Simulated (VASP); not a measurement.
# TiO2 (P4_2/mnm) in VASP: a series of runs, part 2 of 2

VASP 6.6.1. Earlier steps stand in the parts before.

## Step 5: Relaxation of shape and atoms at fixed volume, PBE (volume scaled by 0.91)

File INCAR:

```
SYSTEM = TiO2
PREC = Accurate
ENCUT = 600
EDIFF = 1E-6
ISMEAR = 0
SIGMA = 0.02
LREAL = .False.
LASPH = .True.
NELM = 60
ALGO = Normal
ISIF = 4
LWAVE = .False.
LCHARG = .False.
GGA = PE
IBRION = 2
NSW = 50
EDIFFG = -0.01
```

File KPOINTS:

```
Automatic mesh
0
Gamma
  6 6 10
  0 0 0
```

File POSCAR:

```
TiO2
1.0
    4.4806028008      0.0000000000      0.0000000000
    0.0000000000      4.4806028008      0.0000000000
    0.0000000000      0.0000000000      2.8965313039
Ti O
2 4
Direct
    0.0000000000      0.0000000000      0.0000000000
    0.5000000000      0.5000000000      0.5000000000
    0.3030353097      0.3030353097      0.0000000000
    0.1969646903      0.8030353097      0.5000000000
    0.6969646903      0.6969646903      0.0000000000
    0.8030353097      0.1969646903      0.5000000000
```

The run is started by

```console
cat potpaw_PBE.64/Ti_sv/POTCAR potpaw_PBE.64/O/POTCAR > POTCAR
mpirun -np 1 vasp_std > vasp.out
```

It took 88 s on 1 thread of Intel Xeon 6975P-C (Granite Rapids), shared host; peak memory 0.24 GiB.

It converged, with:

| Quantity | Value |
| --- | --- |
| Free energy | -53.2555 eV |
| Energy gained by relaxing | 0.6 meV/atom |
| Ionic steps | 4 |
| Pressure after relaxing | 24.8 GPa |
| Largest force after relaxing | 0.004 eV/Å |
| Band gap on the k mesh | 1.93 eV, direct |

Forces in eV/Å, atoms in the order of the input:
```
Ti   0.000  0.000  0.000
Ti   0.000  0.000  0.000
O    0.003  0.003  0.000
O   -0.003  0.003  0.000
O   -0.003 -0.003  0.000
O    0.003 -0.003  0.000
```

Step by step:
```
step  energy change (eV)  largest force (eV/Å)  pressure (GPa)  volume (Å³)
   1              0.0000                0.1594           25.26        58.15
   2             -0.0031                0.0783           24.65        58.15
   3             -0.0035                0.0187           24.80        58.15
   4             -0.0035                0.0037           24.78        58.15
```

Final structure:
```
Ti O
1.0
     4.47094    0.00000    0.00000
     0.00000    4.47094    0.00000
     0.00000    0.00000    2.90907
Ti O
2 4
Cartesian
  0.0000 0.0000 0.0000
  2.2355 2.2355 1.4545
  1.3513 1.3513 0.0000
  0.8841 3.5868 1.4545
  3.1196 3.1196 2.9091
  3.5868 0.8841 1.4545
```

Levels at points of the mesh, in eV from the valence-band top:
| k point | band 20 | band 21 | band 22 | band 23 | band 24 | band 25 | band 26 | band 27 | band 28 |
| --- | --- | --- | --- | --- | --- | --- | --- | --- | --- |
| (0.00, 0.00, 0.00) | -2.18 | -0.77 | -0.50 | -0.50 | 0.00 | 1.93 | 2.23 | 2.48 | 2.62 |
| (0.50, 0.00, 0.00) | -3.30 | -1.85 | -1.85 | -0.83 | -0.83 | 2.68 | 2.68 | 3.28 | 3.28 |
| (0.50, 0.50, 0.00) | -2.44 | -1.43 | -1.43 | -1.15 | -1.15 | 1.97 | 1.97 | 2.65 | 2.65 |
| (0.00, 0.00, 0.50) | -2.88 | -2.77 | -2.77 | -1.49 | -1.49 | 3.25 | 3.25 | 3.37 | 3.37 |
| (0.50, 0.00, 0.50) | -2.50 | -2.20 | -2.20 | -1.18 | -1.18 | 2.00 | 2.00 | 3.40 | 3.40 |
| (0.50, 0.50, 0.50) | -2.84 | -1.51 | -1.51 | -0.68 | -0.68 | 2.79 | 2.79 | 3.39 | 3.39 |

Caveat: the cell differs from its parent crystal (volume scaled by 0.91). A k mesh can miss the band edges.

## Step 6: Relaxation of cell and atoms, PBE

This run uses another cell than the first one, of 10.39 Å³/atom, 0.921 times its volume.

File INCAR:

```
SYSTEM = TiO2
ALGO     = Normal         ! electronic algorithm
EDIFF    = 1E-7           ! SCF threshold, eV
EDIFFG   = -0.005         ! ionic threshold
ENCUT    = 600            ! plane-wave cutoff, eV
GGA      = PE             ! functional
IBRION   = 2              ! ionic algorithm
ISIF     = 3              ! what is computed and relaxed
ISMEAR   = 0              ! smearing method
LASPH    = .True.         ! aspherical terms in the spheres
LCHARG   = .False.        ! write CHGCAR
LREAL    = .False.        ! projectors in reciprocal space
LWAVE    = .False.        ! write WAVECAR
NELM     = 100            ! most SCF steps
NSW      = 100            ! ionic steps
PREC     = Accurate       ! precision mode
SIGMA    = 0.02           ! smearing width, eV
```

File KPOINTS:

```
k-points
0
Gamma
  6 6 10
  0 0 0
```

File POSCAR:

```
TiO2
1.0
    4.5922000000      0.0000000000      0.0000000000
    0.0000000000      4.5922000000      0.0000000000
    0.0000000000      0.0000000000      2.9574000000
Ti O
2 4
Direct
    0.0000000000      0.0000000000      0.0000000000
    0.5000000000      0.5000000000      0.5000000000
    0.3049600000      0.3049600000      0.0000000000
    0.1950400000      0.8049600000      0.5000000000
    0.6950400000      0.6950400000      0.0000000000
    0.8049600000      0.1950400000      0.5000000000
```

Potentials or basis: VASP PAW PBE potentials, release 64 (Ti_sv, O).

The run is started by

```console
cat potpaw_PBE.64/Ti_sv/POTCAR potpaw_PBE.64/O/POTCAR > POTCAR
mpirun -np 1 vasp_std > vasp.out
```

It took 4.9 min on 1 thread of Intel Xeon 6975P-C (Granite Rapids), shared host; peak memory 0.26 GiB.

It converged, with:

| Quantity | Value |
| --- | --- |
| Free energy | -53.6806 eV |
| Relaxed volume | 10.67 Å³/atom |
| Relaxed cell | a = 4.645 Å, b = 4.645 Å, c = 2.967 Å, α = 90.00°, β = 90.00°, γ = 90.00° |
| Space group after relaxing (to 0.05 Å) | P4_2/mnm (No. 136) |
| Energy gained by relaxing | 5.0 meV/atom |
| Ionic steps | 8 |
| Pressure after relaxing | 0.0 GPa |
| Band gap on the k mesh | 1.82 eV, direct |

Forces in eV/Å, atoms in the order of the input:
```
Ti   0.000  0.000  0.000
Ti   0.000  0.000  0.000
O    0.002  0.002  0.000
O   -0.002  0.002  0.000
O   -0.002 -0.002  0.000
O    0.002 -0.002  0.000
```

Step by step:
```csv
step,energy change (eV),largest force (eV/Å),pressure (GPa),volume (Å³)
1,0.0000,0.1241,5.83,62.37
2,0.0143,0.2347,-6.47,65.84
3,-0.0277,0.0461,-0.02,63.89
4,-0.0277,0.0429,0.08,63.86
5,-0.0295,0.0151,0.09,63.94
6,-0.0297,0.0018,0.10,63.98
7,-0.0297,0.0042,-0.11,64.05
8,-0.0298,0.0026,-0.01,64.01
```

Final structure:
```
CELL_PARAMETERS angstrom
4.64499 0.00000 0.00000
0.00000 4.64499 0.00000
0.00000 0.00000 2.96676
ATOMIC_POSITIONS crystal
Ti 0.00000 0.00000 0.00000
Ti 0.50000 0.50000 0.50000
O 0.30496 0.30496 0.00000
O 0.19504 0.80496 0.50000
O 0.69504 0.69504 0.00000
O 0.80496 0.19504 0.50000
```

Levels at points of the mesh, in eV from the valence-band top:
```
           k point  band 21  band 22  band 23  band 24  band 25  band 26  band 27  band 28
(0.00, 0.00, 0.00)    -0.67    -0.43    -0.43     0.00     1.82     2.10     2.37     2.45
(0.50, 0.00, 0.00)    -1.56    -1.56    -0.71    -0.71     2.47     2.47     2.93     2.93
(0.50, 0.50, 0.00)    -1.25    -1.25    -1.04    -1.04     1.86     1.86     2.47     2.47
(0.00, 0.00, 0.50)    -2.23    -2.23    -1.40    -1.40     2.87     2.87     3.13     3.13
(0.50, 0.00, 0.50)    -1.98    -1.98    -0.99    -0.99     1.87     1.87     3.14     3.14
(0.50, 0.50, 0.50)    -1.21    -1.21    -0.67    -0.67     2.52     2.52     3.13     3.13
```

## Step 7: Summary

```csv
task,cell,cutoff (eV),gap on the mesh (eV),pressure (GPa),largest force (eV/Å)
single point,"a = 4.762, b = 4.762, c = 2.987 Å, 6 atoms",520,1.86,-9.3,0.03
single point,"a = 4.844, b = 4.844, c = 2.996 Å, 6 atoms",520,1.92,-13.7,0.04
relaxation of shape and atoms at fixed volume,"relaxed from a = 4.422, b = 4.422, c = 2.875 Å, 6 atoms",600,1.99,36.2,0.01
relaxation of shape and atoms at fixed volume,"relaxed from a = 4.481, b = 4.481, c = 2.897 Å, 6 atoms",600,1.93,24.8,-
relaxation of cell and atoms,"relaxed from a = 4.592, b = 4.592, c = 2.957 Å, 6 atoms",600,1.82,0.0,-
```

Alike in all rows: level PBE; potentials or basis VASP PAW PBE potentials, release 64 (Ti_sv, O); no spin polarisation; k mesh 6 × 6 × 10; smearing gaussian 0.02 eV.

Absolute energies hang on the potentials; compare differences alone.
